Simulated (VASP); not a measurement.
Write the native input for VASP 6.6.1 that does the following.

```yaml
Task: single point
Functional: PBE
Dispersion: D3(BJ)
Potentials_or_basis: VASP PAW PBE potentials, release 64 (Ti_sv, Se)
Cutoff: 500 eV
k_mesh: 12 × 12 × 6
Occupations: gaussian, width 0.05 eV
Spin: collinear spin, ferromagnetic start
Starting_moments: "[1.0, 0.0, 0.0] μB"
Dipole_correction: no
Further_INCAR_settings: ALGO = Normal; EDIFF = 1e-06; NBANDS = 23
```

The structure of TiSe2 lies in POSCAR:

```
TiSe2
1.0
    3.4825719583      0.0000000000      0.0000000000
   -1.7412859791      3.0159957864      0.0000000000
    0.0000000000      0.0000000000      5.8593341599
Ti Se
1 2
Direct
    0.0000000000      0.0000000000      0.0000000000
    0.3333333333      0.6666666667      0.2649363149
    0.6666666667      0.3333333333      0.7350636851
```

One way to write it, as run:

INCAR

```
SYSTEM = TiSe2
PREC = Accurate ; ENCUT = 500
EDIFF = 1E-6 ; ISMEAR = 0
SIGMA = 0.05 ; LREAL = .False.
LASPH = .True. ; NELM = 200
ALGO = Normal ; ISIF = 2
LWAVE = .False. ; LCHARG = .True.
ISPIN = 2 ; MAGMOM = 1 0 0
LORBIT = 11 ; LMAXMIX = 4
GGA = PE ; IVDW = 12
LELF = .True. ; LVHAR = .True.
NBANDS = 23 ; GGA_COMPAT = .False.
```

KPOINTS

```
regular mesh
0
Gamma
  12 12 6
  0 0 0
```

Potentials or basis: VASP PAW PBE potentials, release 64 (Ti_sv, Se).

Command:

```console
$ cat potpaw_PBE.64/Ti_sv/POTCAR potpaw_PBE.64/Se/POTCAR > POTCAR
$ mpirun -np 1 vasp_std > vasp.out
```

It gave:

| Item | Value |
| --- | --- |
| Pressure | 0.1 GPa |
| Largest force | 0.018 eV/Å |
| Band gap on the k mesh | zero (filled and empty bands overlap) |
| Net moment | 0.00 μB per cell |
| Valence electrons inside the program's atomic spheres | Ti 10.21; Se 3.87 |
| Dispersion energy per atom | -0.451 eV |

Caveat: pairwise dispersion overbinds metals, which lowers pressure and volume.

Wall time 2.2 min on 1 thread of Intel(R) Xeon(R) 6975P-C (Granite Rapids), on a shared host, peak memory 0.37 GiB.
